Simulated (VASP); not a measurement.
Sn3TeO2, 6 atoms in the cell. It takes space group P6/mmm (No. 191, hexagonal). The conventional cell has a = 6.655 Å, b = 6.655 Å, c = 3.329 Å, α = 90.00°, β = 90.00°, γ = 120.00°. Within 3.4 Å of Sn (site symmetry mmm) lie 4 O at 2.54 Å and 6 Sn at 3.33 Å. Within 4.4 Å of Te (site symmetry 6/mmm) lie 2 Te at 3.33 Å and 12 Sn at 3.72 Å and 6 O at 3.84 Å. Within 3.4 Å of O (site symmetry -6m2) lie 6 Sn at 2.54 Å and 2 O at 3.33 Å. The cell was generated, and may not be a known phase.

| Quantity | Value |
| --- | --- |
| Program | VASP 6.6.1 |
| Task | single point |
| Functional | PBE |
| Potentials or basis | VASP PAW PBE potentials, release 64 (Sn_d, Te, O) |
| Cutoff | 520 eV |
| k mesh | 3 × 3 × 4 |
| Occupations | gaussian, width 0.1 eV |
| Spin | no spin polarisation |
| Dipole correction | no |
| Further INCAR settings | ALGO = Normal; EDIFF = 1e-07; NBANDS = 39 |

Potentials or basis: VASP PAW PBE potentials, release 64 (Sn_d, Te, O).

Launch:

```sh
$ cat potpaw_PBE.64/Sn_d/POTCAR potpaw_PBE.64/Te/POTCAR potpaw_PBE.64/O/POTCAR > POTCAR
$ mpirun -np 1 vasp_std > vasp.out
```

Hardware: 1 thread of Oxide Virtual Turin-like Processor, with other jobs on the host.

Q: How long does it take, and how much memory?

A: Run time: 86 s on 1 thread of Oxide Virtual Turin-like Processor (shared host), peak memory 0.23 GiB. Counts: scf iterations 19, k points 9.
